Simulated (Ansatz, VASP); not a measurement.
# Two plane-wave programs on AlNi

```xyz
2
Lattice="2.0003 -2.0003 0.0000 2.0003 2.0003 0.0000 0.0000 0.0000 2.8397" Properties=species:S:1:pos:R:3 pbc="T T T"
Al    0.0000    0.0000    0.0000
Ni    2.0003    0.0000    1.4198
```

Alike in both runs: functional LDA; k mesh 16 × 16 × 14; occupations gaussian, width 0.1 eV; no spin polarisation.

Ansatz relaxed the structure, and its values are those at the end. VASP's run is a single point on that final structure, the one shown.

|  | VASP | Ansatz |
| --- | --- | --- |
| version | VASP 6.6.1 | Ansatz 0.2.0 |
| potentials or method | VASP PAW LDA potentials, release 64 (Al, Ni), cutoff 520 eV | scalar-relativistic, plane waves, PAW |
| valence electrons in the cell | 13 | 21 |

VASP gave:

| Item | Value |
| --- | --- |
| gap on the k mesh at the Fermi level (eV) | none |
| pressure (GPa) | 0.3 |

Question: Which values does Ansatz return?

Answer: gap on the k mesh at the Fermi level (eV): none; pressure (GPa): 0.0.

LDA's correlation is that of Perdew and Zunger in VASP and of Perdew and Wang (1992) in Ansatz. A gap of «none» marks a metal or a gap that the smearing closes. VASP's potentials hold 13 valence electrons a cell and Ansatz's 21, so a difference there can come from the potentials and not from the codes.
